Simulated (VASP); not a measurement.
# InP (I-4m2) in VASP: further runs

Runs on InP. Level: PBE. Tasks: single point, relaxation of the atoms.

Everything below comes from runs of VASP 6.6.1. Logs are shortened: lines on timing, memory, paths and dates and some standing lists are left out, and cuts for length are marked.

## Step 1: The cell of the first run

Symmetry: I-4m2, No. 119, tetragonal system. The conventional cell has a = 4.150 Å, b = 4.150 Å, c = 5.810 Å, α = 90.00°, β = 90.00°, γ = 90.00°. Within 3.3 Å of In (site symmetry -4m2) lie 4 P at 2.53 Å. Within 3.3 Å of P (site symmetry -4m2) lie 4 In at 2.53 Å.

## Step 2: Single point, PBE (z stretched by -1 %, then relaxed in part)

The input, INCAR:

```
PREC     = Accurate       # precision mode
ENCUT    = 520            # plane-wave cutoff, eV
EDIFF    = 1E-7           # SCF threshold, eV
ISMEAR   = -1             # smearing method
SIGMA    = 0.02           # smearing width, eV
LREAL    = F              # projectors in reciprocal space
LASPH    = T              # aspherical terms in the spheres
NELM     = 80             # most SCF steps
ALGO     = Normal         # electronic algorithm
ISIF     = 2              # what is computed and relaxed
LWAVE    = F              # write WAVECAR
LCHARG   = T              # write CHGCAR
GGA      = PE             # functional
LELF     = T              # ELF
LVHAR    = T            
NBANDS   = 16             # bands
```

The input, KPOINTS:

```
regular mesh
0
Gamma
  13 13 13
```

The input, POSCAR:

```
InP
1.0
    0.0000000000      2.9343500000      2.9050065000
    2.9343500000      0.0000000000      2.9050065000
    2.9343500000      2.9343500000      0.0000000000
In P
1 1
Direct
    0.0000000000      0.0000000000      0.0000000000
    0.2500000000      0.2500000000      0.2500000000
```

Potentials or basis: VASP PAW PBE potentials, release 64 (In_d, P).

On the command line:

```sh
cat potpaw_PBE.64/In_d/POTCAR potpaw_PBE.64/P/POTCAR > POTCAR
mpirun -np 1 vasp_std > vasp.out
```

OUTCAR:

```text
PREC = Accurate
   ENCUT = 520
   EDIFF = 1E-7
   ISMEAR = -1
   LREAL = F
   LASPH = T
   NELM = 80
   ISIF = 2
   GGA = PE

 ion  position               nearest neighbor table
   1  0.000  0.000  0.000-   2 2.53   2 2.53   2 2.53   2 2.53
   2  0.250  0.250  0.250-   1 2.53   1 2.53   1 2.53   1 2.53

  LATTYP: Found a body centered tetragonal cell.
 ALAT       =     4.1497975667
 C/A-ratio  =     1.4000714267

  Lattice vectors:

 A1 = (   0.0000000000,  -2.9343500000,  -2.9050065000)
 A2 = (   0.0000000000,   2.9343500000,  -2.9050065000)
 A3 = (   2.9343500000,   0.0000000000,   2.9050065000)

Analysis of symmetry for initial positions (statically):
=====================================================================
 Subroutine PRICEL returns:
 Original cell was already a primitive cell.

 Routine SETGRP: Setting up the symmetry group for a
 body centered tetragonal supercell.

 Subroutine GETGRP returns: Found  8 space group operations
 (whereof  8 operations were pure point group operations)
 out of a pool of 16 trial point group operations.

The static configuration has the point symmetry D_2d.

Analysis of symmetry for dynamics (positions and initial velocities):
=====================================================================
 Subroutine PRICEL returns:
 Original cell was already a primitive cell.

 Routine SETGRP: Setting up the symmetry group for a
 body centered tetragonal supercell.

 Subroutine GETGRP returns: Found  8 space group operations
 (whereof  8 operations were pure point group operations)
 out of a pool of 16 trial point group operations.

The dynamic configuration has the point symmetry D_2d.

 Subroutine INISYM returns: Found  8 space group operations
 (whereof  8 operations are pure point group operations),
 and found     1 'primitive' translations

----------------------------------------------------------------------------------------

                                     Primitive cell

  volume of cell :      50.0266

  direct lattice vectors                    reciprocal lattice vectors
     0.000000000  2.934350000  2.905006500    -0.170395488  0.170395488  0.172116654
     2.934350000  0.000000000  2.905006500     0.170395488 -0.170395488  0.172116654
     2.934350000  2.934350000  0.000000000     0.170395488  0.170395488 -0.172116654

  length of vectors
     4.129100712  4.129100712  4.149797567     0.296130693  0.296130693  0.296130693

  position of ions in fractional coordinates (direct lattice)
     0.000000000  0.000000000  0.000000000
     0.250000000  0.250000000  0.250000000

  ion indices of the primitive-cell ions
   primitive index   ion index
                 1           1
                 2           2

----------------------------------------------------------------------------------------

 KPOINTS: regular mesh

Automatic generation of k-mesh.
 Grid dimensions read from file:
 generate k-points for:   13   13   13

 Generating k-lattice:

  Cartesian coordinates                     Fractional coordinates (reciprocal lattice)
    -0.013107345  0.013107345  0.013239743     0.076923077  0.000000000  0.000000000
     0.013107345 -0.013107345  0.013239743     0.000000000  0.076923077  0.000000000
     0.013107345  0.013107345 -0.013239743     0.000000000  0.000000000  0.076923077

  Length of vectors
     0.022779284  0.022779284  0.022779284

  Shift w.r.t. Gamma in fractional coordinates (k-lattice)
     0.000000000  0.000000000  0.000000000

 Subroutine IBZKPT returns following result:
 ===========================================

 Found    196 irreducible k-points:

 Following reciprocal coordinates:
            Coordinates               Weight
  0.000000  0.000000  0.000000      1.000000
  0.076923  0.000000  0.000000      8.000000
  0.153846  0.000000  0.000000      8.000000
  0.230769  0.000000  0.000000      8.000000
  0.307692  0.000000  0.000000      8.000000
  0.384615  0.000000  0.000000      8.000000
[... 16 lines left out ...]
  0.384615  0.153846  0.000000      8.000000
  0.461538  0.153846  0.000000      8.000000
 [... further k-points ...]
   k-points           NKPTS =    196   k-points in BZ     NKDIM =    196   number of bands    NBANDS=     16
   number of dos      NEDOS =    301   number of ions     NIONS =      2
   total plane-waves  NPLWV =  32768
   dimension x,y,z NGX =    32 NGY =   32 NGZ =   32
   dimension x,y,z NGXF=    64 NGYF=   64 NGZF=   64
   ions per type =               1   1
   NGX,Y,Z   is equivalent  to a cutoff of  12.88, 12.88, 12.82 a.u.
   NGXF,Y,Z  is equivalent  to a cutoff of  25.77, 25.77, 25.64 a.u.
 SYSTEM =  unknown system
   PREC   = accura    normal or accurate (medium, high low for compatibility)
   ISTART =      0    job   : 0-new  1-cont  2-samecut
   ICHARG =      2    charge: 1-file 2-atom 10-const
   ISPIN  =      1    spin polarized calculation?
   LNONCOLLINEAR =      F non collinear calculations
   LSORBIT =      F    spin-orbit coupling
   LASPH  =      T    aspherical Exc in radial PAW
   ENCUT  =  520.0 eV  38.22 Ry    6.18 a.u.   7.68  7.68  7.72*2*pi/ulx,y,z
   NELM   =     80;   NELMIN=  2; NELMDL= -5     # of ELM steps
   EDIFF  = 0.1E-06   stopping-criterion for ELM
   LREAL  =      F    real-space projection
   EDIFFG = 0.1E-05   stopping-criterion for IOM
   NSW    =      0    number of steps for IOM
   IBRION =     -1    ionic relax: 0-MD 1-quasi-New 2-CG
   NFREE  =      0    steps in history (QN), initial steepest desc. (CG)
   ISIF   =      2    stress and relaxation
   ISYM   =      2    0-nonsym 1-usesym 2-fastsym
   POTIM  = 0.5000    time-step for ionic-motion
   TEBEG  =    0.0;   TEEND  =   0.0 temperature during run
   PSTRESS=    0.0 pullay stress
   NELECT =      18.0000    total number of electrons
   NUPDOWN=      -1.0000    fix difference up-down
   EMIN   =  10.00;   EMAX   =-10.00  energy-range for DOS
   EFERMI =   0.00;   METHOD = LEGACY
   ISMEAR =    -1;   SIGMA  =   0.02  broadening in eV -4-tet -1-fermi 0-gaus
   EFERMI_NEDOS =   21; number of points for ismear=-14 and -15
   IALGO  =     38    algorithm
   IMIX   =      4    mixing-type and parameters
     AMIX     =   0.40;   BMIX     =  1.00
     AMIX_MAG =   1.60;   BMIX_MAG =  1.00
  volume/ion in A,a.u.               =      25.01       168.80
  Fermi-wavevector in a.u.,A,eV,Ry     =   1.164391  2.200379 18.446853  1.355805
  Thomas-Fermi vector in A             =   2.300929
   LORBIT       =      0    0 simple, 1 ext, 2 COOP (PROOUT), +10 PAW based schemes
   GGA     = PE    functional components
   LHFCALC =     F    Hartree Fock is set to
   AEXX    =    0.0000 exact exchange contribution
   IVDW    =     0    specifies the selected vdW correction
   LEPSILON=     F    determine dielectric tensor
   LRPA    =     F    only Hartree local field effects (RPA)
 non-spin polarized calculation
  energy-cutoff  :      520.00
  volume of cell :       50.03
 maximum number of plane-waves:      1363
   NGX = 15   NGY = 15   NGZ = 15

 number of electron      18.0000003 magnetization

 Free energy of the ion-electron system (eV)
  ---------------------------------------------------
  ext. energy  EPLUGINS =         0.00000000
  ---------------------------------------------------
  free energy    TOTEN  =        -8.37565903 eV

  energy without entropy =       -8.37565903  energy(sigma->0) =       -8.37565903

 E-fermi :   5.6448     XC(G=0):  -9.3105

 val. band max:        5.2860964918   @ k =   0.0000   0.0000   0.0000
 cond. band min:       6.0004525317   @ k =   0.0000   0.0000   0.0000
 fundamental gap:      0.7143560399
 Fermi energy:         5.6447916824

 k-point     1 :       0.0000    0.0000    0.0000
  band No.  band energies     occupation
      1      -8.9432      2.00000
      2      -8.9432      2.00000
      3      -8.9388      2.00000
      4      -8.7872      2.00000
      5      -8.7860      2.00000
      6      -6.3039      2.00000
[... 8 lines left out ...]
     15      14.6374      0.00000
     16      14.7905      0.00000

 k-point     2 :       0.0769    0.0000    0.0000
  band No.  band energies     occupation
      1      -8.9498      2.00000
      2      -8.9402      2.00000
      3      -8.9370      2.00000
      4      -8.7872      2.00000
      5      -8.7859      2.00000
      6      -6.2350      2.00000
[... 8 lines left out ...]
     15      14.3088      0.00000
     16      14.4459      0.00000

 k-point     3 :       0.1538    0.0000    0.0000
  band No.  band energies     occupation
      1      -8.9704      2.00000
      2      -8.9321      2.00000
      3      -8.9292      2.00000
      4      -8.7871      2.00000
      5      -8.7854      2.00000
      6      -6.0331      2.00000
[... 8 lines left out ...]
     15      13.9759      0.00000
     16      14.7713      0.00000

 k-point     4 :       0.2308    0.0000    0.0000
  band No.  band energies     occupation
      1      -8.9985      2.00000
      2      -8.9218      2.00000
      3      -8.9190      2.00000
      4      -8.7857      2.00000
      5      -8.7834      2.00000
      6      -5.7145      2.00000
[... 8 lines left out ...]
     15      13.8317      0.00000
     16      14.5096      0.00000

 k-point     5 :       0.3077    0.0000    0.0000
  band No.  band energies     occupation
      1      -9.0271      2.00000
      2      -8.9126      2.00000
      3      -8.9099      2.00000
      4      -8.7825      2.00000
      5      -8.7795      2.00000
      6      -5.3125      2.00000
[... 8 lines left out ...]
     15      14.1512      0.00000
     16      14.2374      0.00000

 k-point     6 :       0.3846    0.0000    0.0000
  band No.  band energies     occupation
      1      -9.0498      2.00000
      2      -8.9065      2.00000
      3      -8.9038      2.00000
      4      -8.7782      2.00000
      5      -8.7745      2.00000
      6      -4.8961      2.00000
[... 8 lines left out ...]
     15      14.8819      0.00000
     16      14.9105      0.00000

 k-point     7 :       0.4615    0.0000    0.0000
  band No.  band energies     occupation
      1      -9.0624      2.00000
      2      -8.9037      2.00000
      3      -8.9010      2.00000
      4      -8.7752      2.00000
      5      -8.7711      2.00000
      6      -4.6023      2.00000
[... 8 lines left out ...]
     15      15.7029      0.00000
     16      15.7630      0.00000

 k-point     8 :       0.0769    0.0769    0.0000
  band No.  band energies     occupation
      1      -8.9526      2.00000
      2      -8.9373      2.00000
      3      -8.9373      2.00000
      4      -8.7896      2.00000
      5      -8.7838      2.00000
      6      -6.2110      2.00000
[... 8 lines left out ...]
     15      14.3975      0.00000
     16      14.6927      0.00000

 k-point     9 :       0.1538    0.0769    0.0000
  band No.  band energies     occupation
      1      -8.9710      2.00000
      2      -8.9300      2.00000
      3      -8.9292      2.00000
      4      -8.7919      2.00000
      5      -8.7816      2.00000
      6      -6.0526      2.00000
[... 8 lines left out ...]
     15      14.5053      0.00000
     16      15.0183      0.00000
[... 172 lines left out ...]
 k-point    19 :      -0.0769    0.0769    0.0000
  band No.  band energies     occupation
      1      -8.9639      2.00000
      2      -8.9368      2.00000
      3      -8.9285      2.00000
      4      -8.7879      2.00000
      5      -8.7853      2.00000
      6      -6.1228      2.00000
[... 8 lines left out ...]
     15      14.2853      0.00000
     16      14.7423      0.00000

 k-point    20 :       0.1538    0.1538    0.0000
  band No.  band energies     occupation
      1      -8.9884      2.00000
      2      -8.9208      2.00000
      3      -8.9208      2.00000
      4      -8.7971      2.00000
      5      -8.7779      2.00000
      6      -5.9399      2.00000
[... 8 lines left out ...]
     15      14.8548      0.00000
     16      15.6049      0.00000

 k-point    21 :       0.2308    0.1538    0.0000
  band No.  band energies     occupation
      1      -9.0113      2.00000
      2      -8.9107      2.00000
      3      -8.9095      2.00000
      4      -8.8013      2.00000
      5      -8.7741      2.00000
      6      -5.7031      2.00000
[... 8 lines left out ...]
     15      14.8557      0.00000
     16      16.1477      0.00000

 k-point    22 :       0.3077    0.1538    0.0000
  band No.  band energies     occupation
      1      -9.0344      2.00000
      2      -8.9025      2.00000
      3      -8.8988      2.00000
      4      -8.8026      2.00000
      5      -8.7703      2.00000
      6      -5.3624      2.00000
[... 8 lines left out ...]
     15      15.0210      0.00000
     16      15.9202      0.00000

 k-point    23 :       0.3846    0.1538    0.0000
  band No.  band energies     occupation
      1      -9.0541      2.00000
      2      -8.8971      2.00000
      3      -8.8912      2.00000
      4      -8.7999      2.00000
      5      -8.7672      2.00000
      6      -4.9604      2.00000
[... 8 lines left out ...]
     15      15.5460      0.00000
     16      15.7372      0.00000

 k-point    24 :       0.4615    0.1538    0.0000
  band No.  band energies     occupation
      1      -9.0672      2.00000
      2      -8.8946      2.00000
      3      -8.8876      2.00000
      4      -8.7940      2.00000
      5      -8.7666      2.00000
      6      -4.5846      2.00000
[... 8 lines left out ...]
     15      16.0310      0.00000
     16      16.0735      0.00000

 [... further k-points ...]
[... 5 lines left out ...]
  --------------------------------------------------------------------------------------
  -------------------------------------------------------------------------------------
  Total        1.1307806      1.1307806      1.2517732      0.0000000      0.0000000      0.0000000
  in kB       36.2149602     36.2149602     40.0899295      0.0000000      0.0000000      0.0000000
  external PRESSURE =      37.5066166 kB  Pullay stress =       0.0000000 kB

 VOLUME and BASIS-vectors are now :
 -----------------------------------------------------------------------------
  energy-cutoff  :      520.00
  volume of cell :       50.03
      direct lattice vectors                 reciprocal lattice vectors
     0.000000000  2.934350000  2.905006500    -0.170395488  0.170395488  0.172116654
     2.934350000  0.000000000  2.905006500     0.170395488 -0.170395488  0.172116654
     2.934350000  2.934350000  0.000000000     0.170395488  0.170395488 -0.172116654

 POSITION                                       TOTAL-FORCE (eV/Angst)
 -----------------------------------------------------------------------------------
      0.00000      0.00000      0.00000         0.000000      0.000000      0.000000
      1.46717      1.46717      1.45250        -0.000000     -0.000000     -0.000000
 -----------------------------------------------------------------------------------
    total drift:                                0.000000      0.000000     -0.000000

  FREE ENERGIE OF THE ION-ELECTRON SYSTEM (eV)
  ---------------------------------------------------
  free  energy   TOTEN  =        -8.3756590288 eV

  energy  without entropy=       -8.3756590288  energy(sigma->0) =       -8.37565903
```

Wall time 2 min (1 thread of Intel Xeon Platinum 8259CL at 2.50GHz (Skylake/Cascade Lake), shared host); peak memory 0.29 GiB.

What came out:

```yaml
Free_energy: -8.3757 eV
Pressure: 3.8 GPa
Band_gap_on_the_k_mesh: 0.71 eV, direct
```

Caveat: the cell differs from its parent crystal (z stretched by -1 %, then relaxed in part); spin-orbit coupling is left out, which moves the levels of the heavy elements.

(Continued in part 2 of 2.)
